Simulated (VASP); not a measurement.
Input of a VASP 6.6.1 run:

File INCAR:

```
  PREC = Accurate
  ENCUT = 520
  EDIFF = 1E-6
  ISMEAR = 0
  SIGMA = 0.1
  LREAL = False
  LASPH = True
  NELM = 60
  ALGO = Normal
  ISIF = 2
  LWAVE = False
  LCHARG = True
  GGA = PE
  LELF = True
  LVHAR = True
  NBANDS = 22
```

The input KPOINTS:

```
regular mesh
0
Gamma
  14 14 14
```

POSCAR

```
Ga2N
1.0
    0.0000000000      2.8510549594      2.8510549594
    2.8510549594      0.0000000000      2.8510549594
    2.8510549594      2.8510549594      0.0000000000
Ga N
2 1
Direct
    0.2500000000      0.2500000000      0.2500000000
    0.7500000000      0.7500000000      0.7500000000
    0.5000000000      0.5000000000      0.5000000000
```

Potentials or basis: VASP PAW PBE potentials, release 64 (Ga_d, N).

Command:

```sh
$ cat potpaw_PBE.64/Ga_d/POTCAR potpaw_PBE.64/N/POTCAR > POTCAR
$ mpirun -np 1 vasp_std > vasp.out
```

(1) Estimate the pressure.

Answers

(1) 0.1 GPa.
